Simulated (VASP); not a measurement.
A run of VASP 6.6.1 is set up as follows.

INCAR

```
SYSTEM = Cs
  PREC = Accurate
  ENCUT = 520
  EDIFF = 1E-6
  ISMEAR = -1
  SIGMA = 0.05
  LREAL = .False.
  LASPH = .True.
  NELM = 60
  ALGO = Normal
  ISIF = 2
  LWAVE = .False.
  LCHARG = .True.
  GGA = CA
  LELF = .True.
  LVHAR = .True.
  NBANDS = 10
```

KPOINTS

```
Automatic mesh
0
Gamma
  9 9 9
  0 0 0
```

The input POSCAR:

```
Cs
1.0
   -3.0527250000      3.0225000000      3.0225000000
    3.0225000000     -3.0527250000      3.0225000000
    3.0225000000      3.0225000000     -3.0527250000
Cs
1
Direct
    0.0000000000      0.0000000000      0.0000000000
```

Potentials or basis: VASP PAW LDA potentials, release 64 (Cs_sv).

Launch:

```bash
$ cat potpaw_LDA.64/Cs_sv/POTCAR > POTCAR
$ mpirun -np 1 vasp_std > vasp.out
```

**Question.** What does it give for the pressure?

**Answer.** -0.3 GPa.

Caveat: the cell differs from its parent crystal (equal xy, yz and zx shear strains of -1 %).
